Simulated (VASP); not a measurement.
A run of VASP 6.6.1 is set up as follows.

INCAR

```
  ALGO = Normal
  EDIFF = 1E-6
  ENCUT = 520
  GGA = PE
  ISIF = 2
  ISMEAR = -1
  LASPH = T
  LCHARG = F
  LREAL = F
  LWAVE = F
  NBANDS = 15
  NELM = 80
  PREC = Accurate
  SIGMA = 0.02
```

File KPOINTS:

```
k-points
0
Gamma
  6 6 6
```

Contents of POSCAR:

```
RbBr
1.0
    4.1242532581      0.0000000000      0.0000000000
    0.0000000000      4.1242532581      0.0000000000
    0.0000000000      0.0000000000      4.0566155047
Rb Br
1 1
Direct
    0.0000000000      0.0000000000      0.0000000000
    0.5000000000      0.5000000000      0.5000000000
```

Potentials or basis: VASP PAW PBE potentials, release 64 (Rb_sv, Br).

The run is started by

```console
$ cat potpaw_PBE.64/Rb_sv/POTCAR potpaw_PBE.64/Br/POTCAR > POTCAR
$ mpirun -np 1 vasp_std > vasp.out
```

**Question.** Estimate the pressure.

**Answer.** 1.2 GPa.

**Question.** Estimate the band gap on the k mesh.

**Answer.** 4.09 eV, indirect (least direct gap 4.24 eV).

Stress tensor (GPa, compression positive):
```
0.99 0.00 0.00
0.00 0.99 0.00
0.00 0.00 1.50
```

Caveat: the cell differs from its parent crystal (uniaxial z strain -1.6%). A k mesh can miss the band edges.
